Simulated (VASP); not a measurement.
# V (Fm-3m) in VASP: notebook

Runs on V. Level: PBE+D3(BJ). Tasks: single point, relaxation of cell and atoms.

Program: VASP 6.6.1. These are calculated values, not measurements. Logs are shortened: lines on timing, memory, paths and dates and some standing lists are left out, and cuts for length are marked.

## (1) The cell of the first run

Symmetry: Fm-3m, No. 225, cubic system. Conventional cell: a = 3.760 Å, b = 3.760 Å, c = 3.760 Å, α = 90.00°, β = 90.00°, γ = 90.00°. V (site symmetry m-3m) has 12 V at 2.66 Å within 3.5 Å.

## (2) Single point, PBE+D3(BJ)

INCAR

```
ALGO = Normal
EDIFF = 1E-7
ENCUT = 520
GGA = PE
ISIF = 2
ISMEAR = 0
IVDW = 12
LASPH = T
LCHARG = F
LREAL = F
LWAVE = F
NBANDS = 12
NELM = 100
PREC = Accurate
SIGMA = 0.1
```

KPOINTS

```
k-points
0
Gamma
  18 18 18
```

POSCAR

```
V
1.0
    0.0000000000      1.8800713845      1.8800713845
    1.8800713845      0.0000000000      1.8800713845
    1.8800713845      1.8800713845      0.0000000000
V
1
Direct
    0.0000000000      0.0000000000      0.0000000000
```

Potentials or basis: VASP PAW PBE potentials, release 64 (V_sv).

Started as:

```sh
cat potpaw_PBE.64/V_sv/POTCAR > POTCAR
mpirun -np 1 vasp_std > vasp.out
```

OUTCAR:

```text
EDIFF = 1E-7
   ENCUT = 520
   GGA = PE
   ISIF = 2
   ISMEAR = 0
   IVDW = 12
   LASPH = T
   LREAL = F
   NELM = 100
   PREC = Accurate
 IVDW          = 12

 ion  position               nearest neighbor table
   1  0.000  0.000  0.000-

  LATTYP: Found a face centered cubic cell.
 ALAT       =     3.7601427690

  Lattice vectors:

 A1 = (   0.0000000000,   1.8800713845,   1.8800713845)
 A2 = (   1.8800713845,   0.0000000000,   1.8800713845)
 A3 = (   1.8800713845,   1.8800713845,   0.0000000000)

Analysis of symmetry for initial positions (statically):
=====================================================================
 Subroutine PRICEL returns:
 Original cell was already a primitive cell.

 Routine SETGRP: Setting up the symmetry group for a
 face centered cubic supercell.

 Subroutine GETGRP returns: Found 48 space group operations
 (whereof 48 operations were pure point group operations)
 out of a pool of 48 trial point group operations.

The static configuration has the point symmetry O_h .

Analysis of symmetry for dynamics (positions and initial velocities):
=====================================================================
 Subroutine PRICEL returns:
 Original cell was already a primitive cell.

 Routine SETGRP: Setting up the symmetry group for a
 face centered cubic supercell.

 Subroutine GETGRP returns: Found 48 space group operations
 (whereof 48 operations were pure point group operations)
 out of a pool of 48 trial point group operations.

The dynamic configuration has the point symmetry O_h .

 Subroutine INISYM returns: Found 48 space group operations
 (whereof 48 operations are pure point group operations),
 and found     1 'primitive' translations

----------------------------------------------------------------------------------------

                                     Primitive cell

  volume of cell :      13.2909

  direct lattice vectors                    reciprocal lattice vectors
     0.000000000  1.880071385  1.880071385    -0.265947349  0.265947349  0.265947349
     1.880071385  0.000000000  1.880071385     0.265947349 -0.265947349  0.265947349
     1.880071385  1.880071385  0.000000000     0.265947349  0.265947349 -0.265947349

  length of vectors
     2.658822450  2.658822450  2.658822450     0.460634320  0.460634320  0.460634320

  position of ions in fractional coordinates (direct lattice)
     0.000000000  0.000000000  0.000000000

  ion indices of the primitive-cell ions
   primitive index   ion index
                 1           1

----------------------------------------------------------------------------------------

[... 81 lines left out ...]
   NUPDOWN=      -1.0000    fix difference up-down
   EMIN   =  10.00;   EMAX   =-10.00  energy-range for DOS
   EFERMI =   0.00;   METHOD = LEGACY
   ISMEAR =     0;   SIGMA  =   0.10  broadening in eV -4-tet -1-fermi 0-gaus
   EFERMI_NEDOS =   21; number of points for ismear=-14 and -15
   IALGO  =     38    algorithm
   IMIX   =      4    mixing-type and parameters
     AMIX     =   0.40;   BMIX     =  1.00
     AMIX_MAG =   1.60;   BMIX_MAG =  1.00
  volume/ion in A,a.u.               =      13.29        89.69
  Fermi-wavevector in a.u.,A,eV,Ry     =   1.625068  3.070934 35.930903  2.640847
  Thomas-Fermi vector in A             =   2.718252
   LORBIT       =      0    0 simple, 1 ext, 2 COOP (PROOUT), +10 PAW based schemes
   GGA     = PE    functional components
   LHFCALC =     F    Hartree Fock is set to
   AEXX    =    0.0000 exact exchange contribution
   IVDW    =    12    specifies the selected vdW correction
   LEPSILON=     F    determine dielectric tensor
   LRPA    =     F    only Hartree local field effects (RPA)
 non-spin polarized calculation
 Gauss-broadening in eV      SIGMA  =   0.10
  energy-cutoff  :      520.00
  volume of cell :       13.29
 maximum number of plane-waves:       369
   NGX =  9   NGY =  9   NGZ =  9

 number of electron      13.0000009 magnetization

 Free energy of the ion-electron system (eV)
  ---------------------------------------------------
  ext. energy  EPLUGINS =         0.00000000
  ---------------------------------------------------
  free energy    TOTEN  =        -8.73707106 eV

  energy without entropy =       -8.72863363  energy(sigma->0) =       -8.73285235

 E-fermi :  10.2012     XC(G=0): -12.9796

 val. band max:       10.1979552849   @ k =  -0.2222   0.1667   0.0000
 cond. band min:      10.2140346991   @ k =   0.3889   0.2222   0.0000
 fundamental gap:      0.0160794142
 Fermi energy:        10.2012047368

 k-point     1 :       0.0000    0.0000    0.0000
  band No.  band energies     occupation
      1     -53.8309      2.00000
      2     -27.1179      2.00000
      3     -27.1179      2.00000
      4     -27.1179      2.00000
      5       3.2626      2.00000
      6      10.3646      0.02086
      7      10.3646      0.02086
      8      10.3646      0.02086
      9      12.2151      0.00000
     10      12.2151      0.00000
     11      28.0956      0.00000
     12      33.5030      0.00000
[... 331 lines left out ...]
 k-point    24 :      -0.2222    0.0556    0.0000
  band No.  band energies     occupation
      1     -53.7361      2.00000
      2     -27.5706      2.00000
      3     -27.2046      2.00000
      4     -27.1644      2.00000
      5       5.2983      2.00000
      6       9.5618      2.00000
      7      10.6436      0.00000
      8      10.7447      0.00000
      9      12.0088      0.00000
     10      12.5660      0.00000
     11      25.7546      0.00000
     12      28.8659      0.00000

 [... further k-points ...]

------------------------ aborting loop because EDIFF is reached ----------------------------------------

 Edisp (eV)   -0.68886

 E8    (eV) :    -0.3222

  FORCE on cell =-STRESS in cart. coord.  units (eV):
  Direction    XX          YY          ZZ          XY          YZ          ZX
  --------------------------------------------------------------------------------------
  -------------------------------------------------------------------------------------
  Total       0.01779     0.01779     0.01779     0.00000     0.00000     0.00000
  in kB       2.14416     2.14416     2.14416     0.00000     0.00000     0.00000
  external pressure =        2.14 kB  Pullay stress =        0.00 kB

 VOLUME and BASIS-vectors are now :
 -----------------------------------------------------------------------------
  energy-cutoff  :      520.00
  volume of cell :       13.29
      direct lattice vectors                 reciprocal lattice vectors
     0.000000000  1.880071385  1.880071385    -0.265947349  0.265947349  0.265947349
     1.880071385  0.000000000  1.880071385     0.265947349 -0.265947349  0.265947349
     1.880071385  1.880071385  0.000000000     0.265947349  0.265947349 -0.265947349

 POSITION                                       TOTAL-FORCE (eV/Angst)
 -----------------------------------------------------------------------------------
      0.00000      0.00000      0.00000        -0.000000      0.000000     -0.000000
 -----------------------------------------------------------------------------------
    total drift:                                0.000000      0.000000      0.000000

  FREE ENERGIE OF THE ION-ELECTRON SYSTEM (eV)
  ---------------------------------------------------
  free  energy   TOTEN  =        -9.4259322231 eV

  energy  without entropy=       -9.4174947845  energy(sigma->0) =       -9.42171350
```

stdout:

```text
POSCAR found type information on POSCAR V
 POSCAR found :  1 types and       1 ions
 scaLAPACK will be used
 LDA part: xc-table for (Slater+PW92), standard interpolation
 POSCAR, INCAR and KPOINTS ok, starting setup
 FFT: planning ... GRIDC
 FFT: planning ... GRID_SOFT
 FFT: planning ... GRID
 WAVECAR not read
 entering main loop
```

Run time: 10 s. Hardware: 1 thread of Intel Xeon 6975P-C (Granite Rapids), shared host; peak memory 0.15 GiB.

What came out:

| Item | Value |
| --- | --- |
| Free energy | -9.4259 eV |
| Pressure | 0.2 GPa |
| Dispersion energy per atom | -0.689 eV |

Levels at points of the mesh, in eV from the Fermi level:
```csv
k point,band 2,band 3,band 4,band 5,band 6,band 7,band 8,band 9,band 10,band 11
"(0.00, 0.00, 0.00)",-37.32,-37.32,-37.32,-6.94,0.16,0.16,0.16,2.01,2.01,17.89
"(0.50, 0.00, 0.00)",-38.25,-37.44,-37.44,-3.46,0.03,0.03,0.91,3.25,3.25,9.49
"(0.50, 0.50, 0.00)",-38.19,-37.65,-37.65,-3.66,-2.78,3.23,3.57,3.57,3.62,12.25
```

Caveat: pairwise dispersion overbinds metals, which lowers pressure and volume.

## (3) Relaxation of cell and atoms, PBE+D3(BJ)

This run uses another cell than the first one, of 13.64 Å³/atom, 1.026 times its volume.

INCAR

```
SYSTEM = V
ALGO = Normal ; EDIFF = 1E-7
EDIFFG = -0.005 ; ENCUT = 600
GGA = PE ; IBRION = 2
ISIF = 3 ; ISMEAR = 0
IVDW = 12 ; LASPH = .True.
LCHARG = .False. ; LREAL = .False.
LWAVE = .False. ; NELM = 100
NSW = 100 ; PREC = Accurate
SIGMA = 0.1
```

KPOINTS

```
k-points
0
Gamma
  18 18 18
  0 0 0
```

POSCAR

```
V
1.0
    0.0000000000      1.8963810953      1.8963810953
    1.8963810953      0.0000000000      1.8963810953
    1.8963810953      1.8963810953      0.0000000000
V
1
Direct
    0.0000000000      0.0000000000      0.0000000000
```

Potentials or basis: VASP PAW PBE potentials, release 64 (V_sv).

Started as:

```sh
cat potpaw_PBE.64/V_sv/POTCAR > POTCAR
mpirun -np 1 vasp_std > vasp.out
```

OUTCAR:

```text
SYSTEM = V
   EDIFF = 1E-7
   EDIFFG = -0.005
   ENCUT = 600
   GGA = PE
   IBRION = 2
   ISIF = 3
   ISMEAR = 0
   IVDW = 12
   LASPH = .True.
   LREAL = .False.
   NELM = 100
   NSW = 100
   PREC = Accurate
 IVDW          = 12

 ion  position               nearest neighbor table
   1  0.000  0.000  0.000-

  LATTYP: Found a face centered cubic cell.
 ALAT       =     3.7927621906

  Lattice vectors:

 A1 = (   0.0000000000,   1.8963810953,   1.8963810953)
 A2 = (   1.8963810953,   0.0000000000,   1.8963810953)
 A3 = (   1.8963810953,   1.8963810953,   0.0000000000)

Analysis of symmetry for initial positions (statically):
=====================================================================
 Subroutine PRICEL returns:
 Original cell was already a primitive cell.
[... 178 lines left out ...]

 k-point     1 :       0.0000    0.0000    0.0000
  band No.  band energies     occupation
      1     -54.1881      2.00000
      2     -27.5166      2.00000
      3     -27.5166      2.00000
      4     -27.5166      2.00000
      5       2.9950      2.00000
      6      10.0336      0.01787
      7      10.0336      0.01787
      8      10.0336      0.01787
      9      11.8180      0.00000
     10      11.8180      0.00000
[... 376 lines left out ...]
--------------------------------------- Ionic step        3  -------------------------------------------

 number of electron      13.0000001 magnetization

 Free energy of the ion-electron system (eV)
  ---------------------------------------------------
  ext. energy  EPLUGINS =         0.00000000
  ---------------------------------------------------
  free energy    TOTEN  =        -8.73787743 eV

  energy without entropy =       -8.72942815  energy(sigma->0) =       -8.73365279

 E-fermi :  10.1905     XC(G=0): -12.9751

 val. band max:       10.1876803269   @ k =  -0.2222   0.1667   0.0000
 cond. band min:      10.2033243893   @ k =   0.3889   0.2222   0.0000
 fundamental gap:      0.0156440624
 Fermi energy:        10.1905465233

 k-point     1 :       0.0000    0.0000    0.0000
  band No.  band energies     occupation
      1     -53.8421      2.00000
      2     -27.1307      2.00000
      3     -27.1307      2.00000
      4     -27.1307      2.00000
      5       3.2542      2.00000
      6      10.3540      0.02081
      7      10.3540      0.02081
      8      10.3540      0.02081
      9      12.2024      0.00000
     10      12.2024      0.00000
[... 331 lines left out ...]
  FREE ENERGIE OF THE ION-ELECTRON SYSTEM (eV)
  ---------------------------------------------------
  free  energy   TOTEN  =        -9.4261633519 eV

  energy  without entropy=       -9.4177140719  energy(sigma->0) =       -9.42193871

 reached required accuracy - stopping structural energy minimisation
```

CONTCAR:

```text
V
   1.00000000000000
     0.0000000000000000    1.8805766956923178    1.8805766956923178
     1.8805766956923178   -0.0000000000000000    1.8805766956923178
     1.8805766956923178    1.8805766956923178    0.0000000000000000
  V
     1
Direct
     0.0000000000000000    0.0000000000000000    0.0000000000000000

  0.00000000E+00  0.00000000E+00  0.00000000E+00
```

Run time: 21 s. Hardware: 1 thread of Intel Xeon 6975P-C (Granite Rapids), shared host; peak memory 0.18 GiB.

Results:

```yaml
Free_energy: -9.4262 eV
Relaxed_volume: 13.30 Å³/atom
Relaxed_cell: a = 2.660 Å, b = 2.660 Å, c = 2.660 Å, α = 60.00°, β = 60.00°, γ = 60.00°
Space_group_after_relaxing_to_0.05_Å: Fm-3m (No. 225)
Energy_gained_by_relaxing: 5.0 meV/atom
Ionic_steps: 3
Pressure_after_relaxing: 0.0 GPa
Dispersion_energy_per_atom: -0.688 eV
```

Step by step:
```csv
step,energy change (eV),largest force (eV/Å),pressure (GPa),volume (Å³)
1,0.0000,0.0000,-4.58,13.64
2,0.0031,0.0000,6.44,12.88
3,-0.0050,0.0000,-0.04,13.30
```

Final structure:
```cif
data_structure
_symmetry_space_group_name_H-M 'P 1'
_symmetry_Int_Tables_number 1
_cell_length_a 2.6595
_cell_length_b 2.6595
_cell_length_c 2.6595
_cell_angle_alpha 60.000
_cell_angle_beta 60.000
_cell_angle_gamma 60.000
_cell_volume 13.30
loop_
_atom_site_label
_atom_site_type_symbol
_atom_site_fract_x
_atom_site_fract_y
_atom_site_fract_z
_atom_site_occupancy
V1 V 0.00000 0.00000 0.00000 1
```

Caveat: pairwise dispersion overbinds metals, which lowers pressure and volume.

## (4) Single point, PBE+D3(BJ), collinear spin, ferromagnetic start

This run uses another cell than the first one, of 13.64 Å³/atom, 1.026 times its volume.

INCAR

```
SYSTEM = V
PREC = Accurate ; ENCUT = 500
EDIFF = 1E-6 ; ISMEAR = 0
SIGMA = 0.1 ; LREAL = .False.
LASPH = .True. ; NELM = 200
ALGO = Normal ; ISIF = 2
LWAVE = .False. ; LCHARG = .True.
ISPIN = 2 ; MAGMOM = 2
LORBIT = 11 ; LMAXMIX = 4
GGA = PE ; IVDW = 12
LELF = .True. ; LVHAR = .True.
NBANDS = 16 ; GGA_COMPAT = .False.
```

KPOINTS

```
Automatic mesh
0
Gamma
  8 8 8
  0 0 0
```

POSCAR is that of step 3.

Started as:

```sh
cat potpaw_PBE.64/V_sv/POTCAR > POTCAR
mpirun -np 1 vasp_std > vasp.out
```

Wall time 14 s (1 thread of Intel Xeon Platinum 8259CL at 2.50GHz (Skylake/Cascade Lake), shared host); peak memory 0.14 GiB.

The run converged. Its results:

* Free energy: -9.4099 eV
* Pressure: -4.2 GPa
* Net moment: 0.00 μB per cell
* Valence electrons inside the program's atomic spheres: V 11.62
* Dispersion energy per atom: -0.671 eV

Levels at points of the mesh, in eV from the Fermi level:
Spin up:
| k point | band 4 | band 5 | band 6 | band 7 | band 8 | band 9 |
| --- | --- | --- | --- | --- | --- | --- |
| (0.00, 0.00, 0.00) | -37.41 | -6.89 | 0.15 | 0.15 | 0.15 | 1.93 |
| (0.50, 0.00, 0.00) | -37.52 | -3.39 | 0.02 | 0.02 | 0.83 | 3.12 |
| (0.50, 0.50, 0.00) | -37.71 | -3.55 | -2.69 | 3.10 | 3.43 | 3.43 |
Spin down:
```csv
k point,band 4,band 5,band 6,band 7,band 8,band 9
"(0.00, 0.00, 0.00)",-37.41,-6.89,0.15,0.15,0.15,1.93
"(0.50, 0.00, 0.00)",-37.52,-3.39,0.02,0.02,0.83,3.12
"(0.50, 0.50, 0.00)",-37.71,-3.55,-2.69,3.10,3.43,3.43
```

Caveat: pairwise dispersion overbinds metals, which lowers pressure and volume.

## (5) Overview

| task | spin | cell | k mesh | cutoff (eV) | gap on the mesh (eV) | pressure (GPa) |
| --- | --- | --- | --- | --- | --- | --- |
| single point | off | a = 2.659 Å, angles 60.0°, 1 atom | 18 × 18 × 18 | 520 | none | 0.2 |
| relaxation of cell and atoms | off | relaxed from a = 2.682 Å, angles 60.0°, 1 atom | 18 × 18 × 18 | 600 | none | 0.0 |
| single point | collinear, ferromagnetic start | a = 2.682 Å, angles 60.0°, 1 atom | 8 × 8 × 8 | 500 | none | -4.2 |

Alike in all rows: level PBE+D3(BJ); potentials or basis VASP PAW PBE potentials, release 64 (V_sv); smearing gaussian 0.1 eV.

Caveats: pairwise dispersion overbinds metals, which lowers pressure and volume.

Absolute energies hang on the potentials; compare differences alone.
